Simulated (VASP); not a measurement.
# BaWF3 (Pm-3m) in VASP: further runs

Runs on BaWF3. Level: PBE. Tasks: single point, relaxation of cell and atoms.

All numbers are computed with VASP 6.6.1; they aren't measurements. Logs are shortened: lines on timing, memory, paths and dates and some standing lists are left out, and cuts for length are marked.

### 1 The cell of the first run

It takes space group Pm-3m (No. 221, cubic). Conventional cell: a = 4.179 Å, b = 4.179 Å, c = 4.179 Å, α = 90.00°, β = 90.00°, γ = 90.00°. Ba (site symmetry m-3m) has 12 F at 2.96 Å and 8 W at 3.62 Å within 3.9 Å. W (site symmetry m-3m) has 6 F at 2.09 Å within 2.8 Å. F (site symmetry 4/mmm) has 2 W at 2.09 Å within 2.8 Å.

### 2 Single point, PBE

INCAR reads:

```
PREC = Accurate
ENCUT = 520
EDIFF = 1E-7
ISMEAR = 0
SIGMA = 0.1
LREAL = F
LASPH = T
NELM = 100
ALGO = Normal
ISIF = 2
LWAVE = F
LCHARG = T
GGA = PE
LELF = T
LVHAR = T
NBANDS = 30
```

KPOINTS reads:

```
regular mesh
0
Gamma
  4 4 4
```

POSCAR reads:

```
BaWF3
1.0
    4.1791533400      0.0000000000      0.0000000000
    0.0000000000      4.1791533400      0.0000000000
    0.0000000000      0.0000000000      4.1791533400
Ba W F
1 1 3
Direct
    0.5000000000      0.5000000000      0.5000000000
    0.0000000000      0.0000000000      0.0000000000
    0.5000000000      0.0000000000      0.0000000000
    0.0000000000      0.5000000000      0.0000000000
    0.0000000000      0.0000000000      0.5000000000
```

Potentials or basis: VASP PAW PBE potentials, release 64 (Ba_sv, W_sv, F).

The run is started by

```console
cat potpaw_PBE.64/Ba_sv/POTCAR potpaw_PBE.64/W_sv/POTCAR potpaw_PBE.64/F/POTCAR > POTCAR
mpirun -np 1 vasp_std > vasp.out
```

OUTCAR:

```text
PREC = Accurate
   ENCUT = 520
   EDIFF = 1E-7
   ISMEAR = 0
   LREAL = F
   LASPH = T
   NELM = 100
   ISIF = 2
   GGA = PE

 ion  position               nearest neighbor table
   1  0.500  0.500  0.500-   3 2.96   4 2.96   5 2.96   3 2.96   4 2.96   3 2.96   5 2.96   3 2.96
                             4 2.96   5 2.96   4 2.96   5 2.96   2 3.62   2 3.62   2 3.62   2 3.62
   2  0.000  0.000  0.000-   3 2.09   4 2.09   5 2.09   5 2.09   4 2.09   3 2.09   1 3.62   1 3.62
                             1 3.62   1 3.62   1 3.62   1 3.62   1 3.62   1 3.62
   3  0.500  0.000  0.000-   2 2.09   2 2.09   1 2.96   1 2.96   1 2.96   1 2.96
   4  0.000  0.500  0.000-   2 2.09   2 2.09   1 2.96   1 2.96   1 2.96   1 2.96
   5  0.000  0.000  0.500-   2 2.09   2 2.09   1 2.96   1 2.96   1 2.96   1 2.96

  LATTYP: Found a simple cubic cell.
 ALAT       =     4.1791533400

  Lattice vectors:

 A1 = (   4.1791533400,   0.0000000000,   0.0000000000)
 A2 = (   0.0000000000,   4.1791533400,   0.0000000000)
 A3 = (   0.0000000000,   0.0000000000,   4.1791533400)

Analysis of symmetry for initial positions (statically):
=====================================================================
 Subroutine PRICEL returns:
 Original cell was already a primitive cell.

 Routine SETGRP: Setting up the symmetry group for a
 simple cubic supercell.

 Subroutine GETGRP returns: Found 48 space group operations
 (whereof 48 operations were pure point group operations)
 out of a pool of 48 trial point group operations.

The static configuration has the point symmetry O_h .

Analysis of symmetry for dynamics (positions and initial velocities):
=====================================================================
 Subroutine PRICEL returns:
 Original cell was already a primitive cell.

 Routine SETGRP: Setting up the symmetry group for a
 simple cubic supercell.

 Subroutine GETGRP returns: Found 48 space group operations
 (whereof 48 operations were pure point group operations)
 out of a pool of 48 trial point group operations.

The dynamic configuration has the point symmetry O_h .

 Subroutine INISYM returns: Found 48 space group operations
 (whereof 48 operations are pure point group operations),
 and found     1 'primitive' translations

----------------------------------------------------------------------------------------

                                     Primitive cell

  volume of cell :      72.9903

  direct lattice vectors                    reciprocal lattice vectors
     4.179153340  0.000000000  0.000000000     0.239282917  0.000000000  0.000000000
     0.000000000  4.179153340  0.000000000     0.000000000  0.239282917  0.000000000
     0.000000000  0.000000000  4.179153340     0.000000000  0.000000000  0.239282917

  length of vectors
     4.179153340  4.179153340  4.179153340     0.239282917  0.239282917  0.239282917

  position of ions in fractional coordinates (direct lattice)
     0.500000000  0.500000000  0.500000000
     0.000000000  0.000000000  0.000000000
     0.500000000  0.000000000  0.000000000
     0.000000000  0.500000000  0.000000000
     0.000000000  0.000000000  0.500000000

  ion indices of the primitive-cell ions
   primitive index   ion index
                 1           1
                 2           2
                 3           3
                 4           4
                 5           5

----------------------------------------------------------------------------------------

 KPOINTS: regular mesh

Automatic generation of k-mesh.
 Grid dimensions read from file:
 generate k-points for:    4    4    4

 Generating k-lattice:

  Cartesian coordinates                     Fractional coordinates (reciprocal lattice)
     0.059820729  0.000000000  0.000000000     0.250000000  0.000000000  0.000000000
     0.000000000  0.059820729  0.000000000     0.000000000  0.250000000  0.000000000
     0.000000000  0.000000000  0.059820729     0.000000000  0.000000000  0.250000000

  Length of vectors
     0.059820729  0.059820729  0.059820729

  Shift w.r.t. Gamma in fractional coordinates (k-lattice)
     0.000000000  0.000000000  0.000000000

 Subroutine IBZKPT returns following result:
 ===========================================

 Found     10 irreducible k-points:

 Following reciprocal coordinates:
            Coordinates               Weight
  0.000000  0.000000  0.000000      1.000000
  0.250000  0.000000  0.000000      6.000000
  0.500000  0.000000  0.000000      3.000000
  0.250000  0.250000  0.000000     12.000000
  0.500000  0.250000  0.000000     12.000000
  0.500000  0.500000  0.000000      3.000000
  0.250000  0.250000  0.250000      8.000000
  0.500000  0.250000  0.250000     12.000000
  0.500000  0.500000  0.250000      6.000000
  0.500000  0.500000  0.500000      1.000000
   k-points           NKPTS =     10   k-points in BZ     NKDIM =     10   number of bands    NBANDS=     30
   number of dos      NEDOS =    301   number of ions     NIONS =      5
   total plane-waves  NPLWV =  32768
   dimension x,y,z NGX =    32 NGY =   32 NGZ =   32
   dimension x,y,z NGXF=    64 NGYF=   64 NGZF=   64
   ions per type =               1   1   3
   NGX,Y,Z   is equivalent  to a cutoff of  12.73, 12.73, 12.73 a.u.
   NGXF,Y,Z  is equivalent  to a cutoff of  25.46, 25.46, 25.46 a.u.
 SYSTEM =  unknown system
   PREC   = accura    normal or accurate (medium, high low for compatibility)
   ISTART =      0    job   : 0-new  1-cont  2-samecut
   ICHARG =      2    charge: 1-file 2-atom 10-const
   ISPIN  =      1    spin polarized calculation?
   LNONCOLLINEAR =      F non collinear calculations
   LSORBIT =      F    spin-orbit coupling
   LASPH  =      T    aspherical Exc in radial PAW
   ENCUT  =  520.0 eV  38.22 Ry    6.18 a.u.   7.77  7.77  7.77*2*pi/ulx,y,z
   NELM   =    100;   NELMIN=  2; NELMDL= -5     # of ELM steps
   EDIFF  = 0.1E-06   stopping-criterion for ELM
   LREAL  =      F    real-space projection
   EDIFFG = 0.1E-05   stopping-criterion for IOM
   NSW    =      0    number of steps for IOM
   IBRION =     -1    ionic relax: 0-MD 1-quasi-New 2-CG
   NFREE  =      0    steps in history (QN), initial steepest desc. (CG)
   ISIF   =      2    stress and relaxation
   ISYM   =      2    0-nonsym 1-usesym 2-fastsym
   POTIM  = 0.5000    time-step for ionic-motion
   TEBEG  =    0.0;   TEEND  =   0.0 temperature during run
   PSTRESS=    0.0 pullay stress
   NELECT =      45.0000    total number of electrons
   NUPDOWN=      -1.0000    fix difference up-down
   EMIN   =  10.00;   EMAX   =-10.00  energy-range for DOS
   EFERMI =   0.00;   METHOD = LEGACY
   ISMEAR =     0;   SIGMA  =   0.10  broadening in eV -4-tet -1-fermi 0-gaus
   EFERMI_NEDOS =   21; number of points for ismear=-14 and -15
   IALGO  =     38    algorithm
   IMIX   =      4    mixing-type and parameters
     AMIX     =   0.40;   BMIX     =  1.00
     AMIX_MAG =   1.60;   BMIX_MAG =  1.00
  volume/ion in A,a.u.               =      14.60        98.51
  Fermi-wavevector in a.u.,A,eV,Ry     =   1.393341  2.633032 26.414332  1.941399
  Thomas-Fermi vector in A             =   2.516996
   LORBIT       =      0    0 simple, 1 ext, 2 COOP (PROOUT), +10 PAW based schemes
   GGA     = PE    functional components
   LHFCALC =     F    Hartree Fock is set to
   AEXX    =    0.0000 exact exchange contribution
   IVDW    =     0    specifies the selected vdW correction
   LEPSILON=     F    determine dielectric tensor
   LRPA    =     F    only Hartree local field effects (RPA)
 non-spin polarized calculation
 Gauss-broadening in eV      SIGMA  =   0.10
  energy-cutoff  :      520.00
  volume of cell :       72.99
 maximum number of plane-waves:      1986
 NGX is ok and might be reduce to    32
   NGX = 15   NGY = 15   NGZ = 15

 number of electron      44.9999988 magnetization

 Free energy of the ion-electron system (eV)
  ---------------------------------------------------
  ext. energy  EPLUGINS =         0.00000000
  ---------------------------------------------------
  free energy    TOTEN  =       -26.49226421 eV

  energy without entropy =      -26.46878840  energy(sigma->0) =      -26.48052630

 E-fermi :   7.7526     XC(G=0): -10.8954

 val. band max:        7.7178981492   @ k =   0.5000   0.2500   0.2500
 cond. band min:       7.7976659043   @ k =   0.2500   0.0000   0.0000
 fundamental gap:      0.0797677551
 Fermi energy:         7.7525773314

 k-point     1 :       0.0000    0.0000    0.0000
  band No.  band energies     occupation
      1     -66.7682      2.00000
      2     -31.1989      2.00000
      3     -31.1989      2.00000
      4     -31.1988      2.00000
      5     -22.3233      2.00000
      6     -20.0505      2.00000
[... 22 lines left out ...]
     29      11.5457      0.00000
     30      11.5457      0.00000

 k-point     2 :       0.2500    0.0000    0.0000
  band No.  band energies     occupation
      1     -66.7681      2.00000
      2     -31.2433      2.00000
      3     -31.1980      2.00000
      4     -31.1980      2.00000
      5     -22.2466      2.00000
      6     -20.1036      2.00000
[... 22 lines left out ...]
     29      11.0200      0.00000
     30      11.1201      0.00000

 k-point     3 :       0.5000    0.0000    0.0000
  band No.  band energies     occupation
      1     -66.7679      2.00000
      2     -31.2870      2.00000
      3     -31.1972      2.00000
      4     -31.1972      2.00000
      5     -22.1651      2.00000
      6     -20.1894      2.00000
[... 22 lines left out ...]
     29      10.5787      0.00000
     30      10.5787      0.00000

 k-point     4 :       0.2500    0.2500    0.0000
  band No.  band energies     occupation
      1     -66.7679      2.00000
      2     -31.2426      2.00000
      3     -31.2420      2.00000
      4     -31.1972      2.00000
      5     -22.1903      2.00000
      6     -20.0662      2.00000
[... 154 lines left out ...]
     29      11.4861      0.00000
     30      11.9788      0.00000

 k-point     9 :       0.5000    0.5000    0.2500
  band No.  band energies     occupation
      1     -66.7675      2.00000
      2     -31.2836      2.00000
      3     -31.2836      2.00000
      4     -31.2396      2.00000
      5     -22.0785      2.00000
      6     -19.8284      2.00000
[... 22 lines left out ...]
     29      12.3987      0.00000
     30      12.6636      0.00000

 k-point    10 :       0.5000    0.5000    0.5000
  band No.  band energies     occupation
      1     -66.7674      2.00000
      2     -31.2827      2.00000
      3     -31.2827      2.00000
      4     -31.2827      2.00000
      5     -22.0594      2.00000
      6     -19.5999      2.00000
[... 22 lines left out ...]
     29      12.6865      0.00000
     30      12.6866      0.00000

------------------------ aborting loop because EDIFF is reached ----------------------------------------

  FORCE on cell =-STRESS in cart. coord.  units (eV):
  Direction    XX          YY          ZZ          XY          YZ          ZX
  --------------------------------------------------------------------------------------
  -------------------------------------------------------------------------------------
  Total        7.6071054      7.6071054      7.6071054      0.0000000      0.0000000     -0.0000000
  in kB      166.9802463    166.9802463    166.9802463      0.0000000      0.0000000     -0.0000000
  external PRESSURE =     166.9802463 kB  Pullay stress =       0.0000000 kB

 VOLUME and BASIS-vectors are now :
 -----------------------------------------------------------------------------
  energy-cutoff  :      520.00
  volume of cell :       72.99
      direct lattice vectors                 reciprocal lattice vectors
     4.179153340  0.000000000  0.000000000     0.239282917  0.000000000  0.000000000
     0.000000000  4.179153340  0.000000000     0.000000000  0.239282917  0.000000000
     0.000000000  0.000000000  4.179153340     0.000000000  0.000000000  0.239282917

 POSITION                                       TOTAL-FORCE (eV/Angst)
 -----------------------------------------------------------------------------------
      2.08958      2.08958      2.08958         0.000000      0.000000      0.000000
      0.00000      0.00000      0.00000         0.000000      0.000000      0.000000
      2.08958      0.00000      0.00000         0.000000      0.000000      0.000000
      0.00000      2.08958      0.00000         0.000000      0.000000      0.000000
      0.00000      0.00000      2.08958         0.000000      0.000000      0.000000
 -----------------------------------------------------------------------------------
    total drift:                                0.000000      0.000000     -0.000000

  FREE ENERGIE OF THE ION-ELECTRON SYSTEM (eV)
  ---------------------------------------------------
  free  energy   TOTEN  =       -26.4922642064 eV

  energy  without entropy=      -26.4687884015  energy(sigma->0) =      -26.48052630
```

It took 20 s on 1 thread of Intel Xeon 8259CL, shared host; peak memory 0.19 GiB.

Results:

```
Free energy            : -26.4923 eV
Pressure               : 16.7 GPa
Band gap on the k mesh : zero (an odd number of electrons rules out a gap without spin polarisation)
```

Caveat: the k points lie up to 0.38 Å⁻¹ apart, too coarse for converged energies and pressures of a metal; spin-orbit coupling is left out, which moves the levels of the heavy elements; an odd number of electrons without spin polarisation forces a metal; a magnetic or distorted state may lie lower.

### 3 Single point, PBE

This run uses another cell than the first one, of 16.81 Å³/atom.

INCAR reads:

```
PREC     = Accurate       # precision mode
ENCUT    = 520            # plane-wave cutoff, eV
EDIFF    = 1E-6           # SCF threshold, eV
ISMEAR   = 0              # smearing method
SIGMA    = 0.1            # smearing width, eV
LREAL    = False          # projectors in reciprocal space
LASPH    = True           # aspherical terms in the spheres
NELM     = 60             # most SCF steps
ALGO     = Normal         # electronic algorithm
ISIF     = 2              # what is computed and relaxed
LWAVE    = False          # write WAVECAR
LCHARG   = False          # write CHGCAR
GGA      = PE             # functional
NBANDS   = 30             # bands
```

KPOINTS is that of step 2.

POSCAR: that of step 2 with these lines changed.

```diff
@@ -2,5 +2,5 @@
 1.0
-    4.1791533400      0.0000000000      0.0000000000
-    0.0000000000      4.1791533400      0.0000000000
-    0.0000000000      0.0000000000      4.1791533400
+    4.3801117044      0.0000000000      0.0000000000
+    0.0000000000      4.3801117044      0.0000000000
+    0.0000000000      0.0000000000      4.3801117044
 Ba W F
```

Potentials or basis: VASP PAW PBE potentials, release 64 (Ba_sv, W_sv, F).

The run is started by

```console
cat potpaw_PBE.64/Ba_sv/POTCAR potpaw_PBE.64/W_sv/POTCAR potpaw_PBE.64/F/POTCAR > POTCAR
mpirun -np 1 vasp_std > vasp.out
```

Wall time 24 s (1 thread of Intel Xeon 8259CL, shared host); peak memory 0.21 GiB.

Results (log left out):

```yaml
Free_energy: -27.0591 eV
Pressure: 1.1 GPa
Band_gap_on_the_k_mesh: zero (an odd number of electrons rules out a gap without spin polarisation)
```

Levels at points of the mesh, in eV from the Fermi level:
| k point | band 21 | band 22 | band 23 | band 24 | band 25 | band 26 |
| --- | --- | --- | --- | --- | --- | --- |
| (0.00, 0.00, 0.00) | -1.52 | -1.30 | -1.30 | -1.30 | -0.22 | -0.22 |
| (0.50, 0.00, 0.00) | -0.98 | -0.11 | -0.11 | 0.63 | 0.75 | 0.93 |
| (0.50, 0.50, 0.00) | -0.33 | -0.33 | -0.03 | 0.44 | 1.83 | 2.41 |
| (0.50, 0.50, 0.50) | 0.62 | 0.62 | 0.62 | 0.62 | 0.62 | 0.62 |

Caveat: spin-orbit coupling is left out, which moves the levels of the heavy elements; an odd number of electrons without spin polarisation forces a metal; a magnetic or distorted state may lie lower.

### 4 Relaxation of cell and atoms, PBE

INCAR reads:

```
ALGO     = Normal         # electronic algorithm
EDIFF    = 1E-6           # SCF threshold, eV
EDIFFG   = -0.04          # ionic threshold
ENCUT    = 600            # plane-wave cutoff, eV
GGA      = PE             # functional
IBRION   = 2              # ionic algorithm
ISIF     = 3              # what is computed and relaxed
ISMEAR   = 0              # smearing method
LASPH    = T              # aspherical terms in the spheres
LCHARG   = F              # write CHGCAR
LREAL    = F              # projectors in reciprocal space
LWAVE    = F              # write WAVECAR
NELM     = 100            # most SCF steps
NSW      = 90             # ionic steps
PREC     = Accurate       # precision mode
SIGMA    = 0.1            # smearing width, eV
```

KPOINTS reads:

```
k-points
0
Gamma
  4 4 4
```

POSCAR: that of step 3 with these lines changed.

```diff
@@ -2,5 +2,5 @@
 1.0
-    4.3801117044      0.0000000000      0.0000000000
-    0.0000000000      4.3801117044      0.0000000000
-    0.0000000000      0.0000000000      4.3801117044
+    4.1791533400      0.0000000000      0.0000000000
+    0.0000000000      4.1791533400      0.0000000000
+    0.0000000000      0.0000000000      4.1791533400
 Ba W F
```

The run is started by

```console
cat potpaw_PBE.64/Ba_sv/POTCAR potpaw_PBE.64/W_sv/POTCAR potpaw_PBE.64/F/POTCAR > POTCAR
mpirun -np 1 vasp_std > vasp.out
```

Run time: 68 s. Hardware: 1 thread of Intel Xeon 8259CL, shared host; peak memory 0.23 GiB.

Results (log left out):

```
Free energy                           : -27.0515 eV
Relaxed volume                        : 17.08 Å³/atom
Relaxed cell                          : a = 4.404 Å, b = 4.404 Å, c = 4.404 Å, α = 90.00°, β = 90.00°, γ = 90.00°
Space group after relaxing (to 0.1 Å) : Pm-3m (No. 221)
Energy gained by relaxing             : 110.3 meV/atom
Ionic steps                           : 3
Pressure after relaxing               : 0.0 GPa
Band gap on the k mesh                : zero (an odd number of electrons rules out a gap without spin polarisation)
```

Step by step:
| step | energy change (eV) | largest force (eV/Å) | pressure (GPa) | volume (Å³) |
| --- | --- | --- | --- | --- |
| 1 | 0.0000 | 0.0000 | 16.62 | 72.99 |
| 2 | -0.5026 | 0.0000 | -3.08 | 90.19 |
| 3 | -0.5517 | 0.0000 | 0.00 | 85.39 |

Final structure:
```
Ba W F
1.0
     4.40358    0.00000    0.00000
     0.00000    4.40358    0.00000
     0.00000    0.00000    4.40358
Ba W F
1 1 3
Direct
  0.50000 0.50000 0.50000
  0.00000 0.00000 0.00000
  0.50000 0.00000 0.00000
  0.00000 0.50000 0.00000
  0.00000 0.00000 0.50000
```

Levels at points of the mesh, in eV from the Fermi level:
| k point | band 21 | band 22 | band 23 | band 24 | band 25 | band 26 |
| --- | --- | --- | --- | --- | --- | --- |
| (0.00, 0.00, 0.00) | -1.55 | -1.25 | -1.25 | -1.25 | -0.18 | -0.18 |
| (0.50, 0.00, 0.00) | -0.95 | -0.11 | -0.11 | 0.57 | 0.75 | 0.96 |
| (0.50, 0.50, 0.00) | -0.32 | -0.32 | -0.04 | 0.42 | 1.84 | 2.38 |
| (0.50, 0.50, 0.50) | 0.60 | 0.60 | 0.60 | 0.64 | 0.64 | 0.64 |

Caveat: the k points lie up to 0.36 Å⁻¹ apart in the final cell, too coarse for converged energies and pressures of a metal; the volume moved by over 15 % at a fixed basis, so the end points are rough; spin-orbit coupling is left out, which moves the levels of the heavy elements; an odd number of electrons without spin polarisation forces a metal; a magnetic or distorted state may lie lower.

### 5 The runs side by side

| task | cell | cutoff (eV) | gap on the mesh (eV) | pressure (GPa) |
| --- | --- | --- | --- | --- |
| single point | a = 4.179 Å, 5 atoms | 520 | none | 16.7 |
| single point | a = 4.380 Å, 5 atoms | 520 | none | 1.1 |
| relaxation of cell and atoms | relaxed from a = 4.179 Å, 5 atoms | 600 | none | 0.0 |

Alike in all rows: level PBE; potentials or basis VASP PAW PBE potentials, release 64 (Ba_sv, W_sv, F); no spin polarisation; k mesh 4 × 4 × 4; smearing gaussian 0.1 eV.

Caveats: some runs use coarse meshes; spin-orbit coupling is left out, which moves the levels of the heavy elements; an odd number of electrons without spin polarisation forces a metal; a magnetic or distorted state may lie lower; the volume moved by over 15 % at a fixed basis, so the end points are rough (at least some runs).

Total energies depend on the potentials used, so only differences within one code and one set of settings carry meaning.
